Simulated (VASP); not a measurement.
Set up this calculation in VASP 6.6.1, as the native input.

```
Task                   : single point
Functional             : PBE
Potentials or basis    : VASP PAW PBE potentials, release 64 (Sr_sv, O)
Cutoff                 : 520 eV
k mesh                 : 6 × 6 × 6
Occupations            : gaussian, width 0.01 eV
Spin                   : no spin polarisation
Dipole correction      : no
Further INCAR settings : ALGO = Normal; EDIFF = 1e-06; NBANDS = 15
```

The structure of SrO lies in POSCAR:

```
SrO
1.0
    0.0000000000      2.7491091284      2.7491091284
    2.7491091284      0.0000000000      2.7491091284
    2.7491091284      2.7491091284      0.0000000000
Sr O
1 1
Direct
    0.0000000000      0.0000000000      0.0000000000
    0.2500000000      0.2500000000      0.2500000000
```

This cell differs from its parent crystal: volume changed by -6%.

The input as run:

INCAR

```
SYSTEM = SrO
  PREC = Accurate
  ENCUT = 520
  EDIFF = 1E-6
  ISMEAR = 0
  SIGMA = 0.01
  LREAL = .False.
  LASPH = .True.
  NELM = 60
  ALGO = Normal
  ISIF = 2
  LWAVE = .False.
  LCHARG = .False.
  GGA = PE
  NBANDS = 15
```

KPOINTS

```
regular mesh
0
Gamma
  6 6 6
  0 0 0
```

Potentials or basis: VASP PAW PBE potentials, release 64 (Sr_sv, O).

Command:

```sh
$ cat potpaw_PBE.64/Sr_sv/POTCAR potpaw_PBE.64/O/POTCAR > POTCAR
$ mpirun -np 1 vasp_std > vasp.out
```

It gave:

```
Pressure               : 4.9 GPa
Band gap on the k mesh : 2.65 eV, indirect (least direct gap 3.60 eV)
```

It took 7.8 s on 1 thread of AMD EPYC 9R14 (Zen 4), on a shared host, peak memory 0.14 GiB.
